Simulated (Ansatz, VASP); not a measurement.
**ZnS: VASP beside Ansatz**

The input POSCAR:

```
ZnS
1.0
    0.0000000000      2.5310282517      2.5310282517
    2.5310282517      0.0000000000      2.5310282517
    2.5310282517      2.5310282517      0.0000000000
S Zn
1 1
Direct
    0.0000000000      0.0000000000      0.0000000000
    0.5000000000      0.5000000000      0.5000000000
```

INCAR.step1

```
SYSTEM = ZnS
PREC = Accurate
ENCUT = 520
ISMEAR = 0
SIGMA = 0.05
LREAL = .False.
LASPH = .True.
NELM = 80
NBANDS = 16
GGA = PE
ALGO = Normal
EDIFF = 1E-4
LWAVE = .True.
LCHARG = .False.
```

The input INCAR.step2:

```
SYSTEM = ZnS
PREC = Accurate
ENCUT = 520
EDIFF = 1E-6
ISMEAR = 0
SIGMA = 0.05
LREAL = .False.
LASPH = .True.
NELM = 80
ALGO = Normal
ISIF = 2
LWAVE = .False.
LCHARG = .False.
METAGGA = R2SCAN
LMIXTAU = .True.
NBANDS = 16
ISTART = 1
```

File KPOINTS:

```
regular mesh
0
Gamma
  12 12 12
  0 0 0
```

Input for Ansatz:

```yaml
crystal:
  lattice:
    - [0.0, 2.5310282517, 2.5310282517]
    - [2.5310282517, 0.0, 2.5310282517]
    - [2.5310282517, 2.5310282517, 0.0]
  atoms:
    - { symbol: S, position: [0.0, 0.0, 0.0] }
    - { symbol: Zn, position: [0.5, 0.5, 0.5] }
basis:
  ecutwfc: 500
  ecutrho_ratio: 4
kpoints:
  mp_grid: { grid: [12, 12, 12] }
hamiltonian:
  xc: r2scan
scf:
  occupations: { method: gaussian, width: 0.05 }
output:
  forces: true
  stress: true
  eigenvalues: true
```

Alike in both runs: task single point; functional r2SCAN; k mesh 12 × 12 × 12; occupations gaussian, width 0.05 eV; no spin polarisation.

```csv
,VASP,Ansatz
version,VASP 6.6.1,Ansatz 0.2.0
potentials or method,"VASP PAW PBE potentials, release 64 (S, Zn), cutoff 520 eV","scalar-relativistic, plane waves, PAW"
valence electrons in the cell,18,18
```

|  | VASP | Ansatz | Ansatz less VASP |
| --- | --- | --- | --- |
| gap on the k mesh at the Fermi level (eV) | 0.15 | 0.15 | +0.006 |
| least direct gap on the mesh (eV) | 2.77 | 2.78 | +0.007 |
| pressure (GPa) | 0.4 | 0.0 | -0.37 |

VASP's potentials were made for PBE, not for r2SCAN.
